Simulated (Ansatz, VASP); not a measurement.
**CdH6 in VASP and in Ansatz**

Contents of INCAR:

```
SYSTEM = CdH6
PREC     = Accurate       ! precision mode
ENCUT    = 520            ! plane-wave cutoff, eV
EDIFF    = 1E-7           ! SCF threshold, eV
ISMEAR   = 0              ! smearing method
SIGMA    = 0.02           ! smearing width, eV
LREAL    = .False.        ! projectors in reciprocal space
LASPH    = .True.         ! aspherical terms in the spheres
NELM     = 80             ! most SCF steps
ALGO     = Normal         ! electronic algorithm
ISIF     = 2              ! what is computed and relaxed
LWAVE    = .False.        ! write WAVECAR
LCHARG   = .True.         ! write CHGCAR
GGA      = PE             ! functional
LELF     = .True.         ! ELF
LVHAR    = .True.       
NBANDS   = 18             ! bands
```

Contents of KPOINTS:

```
regular mesh
0
Gamma
  4 4 4
  0 0 0
```

POSCAR

```
CdH6
1.0
    5.9663094078      0.0000000000      0.0000000000
    0.0000000000      5.9663094078      0.0000000000
    0.0000000000      0.0000000000      5.9663094078
Cd H
1 6
Direct
    0.0000000000      0.0000000000      0.0000000000
    0.0628808557      0.5000000000      0.5000000000
    0.5000000000      0.0628808557      0.5000000000
    0.9371191443      0.5000000000      0.5000000000
    0.5000000000      0.9371191443      0.5000000000
    0.5000000000      0.5000000000      0.0628808557
    0.5000000000      0.5000000000      0.9371191443
```

Input for Ansatz:

```yaml
crystal:
  lattice:
    - [5.9663094078, 0.0, 0.0]
    - [0.0, 5.9663094078, 0.0]
    - [0.0, 0.0, 5.9663094078]
  atoms:
    - { symbol: Cd, position: [0.0, 0.0, 0.0] }
    - { symbol: H, position: [0.0628808557, 0.5, 0.5] }
    - { symbol: H, position: [0.5, 0.0628808557, 0.5] }
    - { symbol: H, position: [0.9371191443, 0.5, 0.5] }
    - { symbol: H, position: [0.5, 0.9371191443, 0.5] }
    - { symbol: H, position: [0.5, 0.5, 0.0628808557] }
    - { symbol: H, position: [0.5, 0.5, 0.9371191443] }
basis:
  ecutwfc: 420
kpoints:
  mp_grid: { grid: [4, 4, 4] }
  band_path:
    path:
      - [[0.0, 0.0, 0.0], [0.0, 0.5, 0.0], [0.5, 0.5, 0.0], [0.0, 0.0, 0.0], [0.5, 0.5, 0.5], [0.0, 0.5, 0.0]]
      - [[0.5, 0.5, 0.5], [0.5, 0.5, 0.0]]
    npoints: 14
hamiltonian:
  xc: pbe
scf:
  occupations: { method: gaussian, width: 0.02 }
  n_extra_bands: 17
output:
  forces: true
  stress: true
  eigenvalues: true
  populations: true
  dos: { projected: true, de: 0.02, nscf_kmesh: { grid: [6, 6, 6] } }
  bader: true
  write_density: true
  write_potential: true
  elf: true
  volumetric_format: npy
```

Alike in both runs: task single point; functional PBE; k mesh 4 × 4 × 4; occupations gaussian, width 0.02 eV; no spin polarisation.

|  | VASP | Ansatz |
| --- | --- | --- |
| version | VASP 6.6.1 | Ansatz 0.2.0 |
| potentials or method | VASP PAW PBE potentials, release 64 (Cd, H), cutoff 520 eV | scalar-relativistic, plane waves, PAW |
| valence electrons in the cell | 18 | 26 |

|  | VASP | Ansatz | Ansatz less VASP |
| --- | --- | --- | --- |
| gap on the k mesh at the Fermi level (eV) | 3.77 | 3.77 | -0.001 |
| least direct gap on the mesh (eV) | 3.77 | 3.77 | -0.001 |
| pressure (GPa) | -0.1 | 0.0 | +0.07 |
| rms of the force components (eV/Å) | 0.008 | 0.001 | -0.0063 |

Atom by atom the forces differ by 0.006 eV/Å (rms over components). VASP's potentials hold 18 valence electrons a cell and Ansatz's 26, so a difference there can come from the potentials and not from the codes. Ansatz's warnings: xc potential rough in thin density.
